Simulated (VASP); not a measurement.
Set up this calculation in VASP 6.6.1, as the native input.

| Item | Value |
| --- | --- |
| Task | relaxation of cell and atoms |
| Functional | PBEsol |
| Potentials or basis | VASP PAW PBE potentials, release 64 (Fe, O) |
| Cutoff | 600 eV |
| k mesh | 12 × 12 × 12 |
| Occupations | fermi-dirac, width 0.05 eV |
| Spin | collinear spin, ferromagnetic start |
| Starting moments | [3.0, 0.0] μB |
| Target pressure | 10 GPa |
| Dipole correction | no |
| Further INCAR settings | ALGO = Normal; EDIFF = 1e-06; IBRION = 2; EDIFFG = -0.01; NSW = 60; ISIF = 3 |

The structure of FeO lies in POSCAR:

```
FeO
1.0
   -1.6021034130      1.6021034130      2.0833922500
    1.6021034130     -1.6021034130      2.0833922500
    1.6021034130      1.6021034130     -2.0833922500
Fe O
1 1
Direct
    0.0000000000      0.0000000000      0.0000000000
    0.5000000000      0.5000000000      0.0000000000
```

The input as run:

INCAR

```
SYSTEM = FeO
PREC = Accurate
ENCUT = 600
EDIFF = 1E-6
ISMEAR = -1
SIGMA = 0.05
LREAL = .FALSE.
LASPH = .TRUE.
NELM = 150
ALGO = Normal
ISIF = 3
LWAVE = .FALSE.
LCHARG = .FALSE.
ISPIN = 2
MAGMOM = 3 0
LORBIT = 11
LMAXMIX = 4
GGA = PS
IBRION = 2
NSW = 60
EDIFFG = -0.01
PSTRESS = 100.0
```

KPOINTS

```
regular mesh
0
G
  12 12 12
  0 0 0
```

Potentials or basis: VASP PAW PBE potentials, release 64 (Fe, O).

Launch:

```console
$ cat potpaw_PBE.64/Fe/POTCAR potpaw_PBE.64/O/POTCAR > POTCAR
$ mpirun -np 1 vasp_std > vasp.out
```

Results of the run:

```
Relaxed volume                                             : 9.16 Å³/atom
Relaxed cell                                               : a = 2.959 Å, b = 2.959 Å, c = 2.959 Å, α = 120.02°, β = 120.02°, γ = 89.97°
Space group after relaxing (to 0.1 Å)                      : Fm-3m (No. 225)
Energy change on relaxing (the run minimises the enthalpy) : -64.1 meV/atom
Ionic steps                                                : 10
Pressure after relaxing                                    : 10.1 GPa
Band gap on the k mesh                                     : zero (filled and empty bands overlap)
Net moment                                                 : 3.97 μB per cell
Site moments                                               : Fe +3.58; O +0.32 μB
Valence electrons inside the program's atomic spheres      : Fe 6.91; O 5.01
```

Caveat: the cell is relaxed towards a set pressure, so the run minimises the enthalpy, not the energy; the PAW data sets were made with another functional, which shifts forces and pressure a little; a cell with one magnetic atom can't hold antiferromagnetic order, which such compounds often take; semilocal functionals often make such compounds metallic where correlation or magnetic order opens a gap, which also shifts bond lengths.

Wall time 14 min on 1 thread of Oxide Virtual Turin-like Processor, on a shared host, peak memory 0.22 GiB.
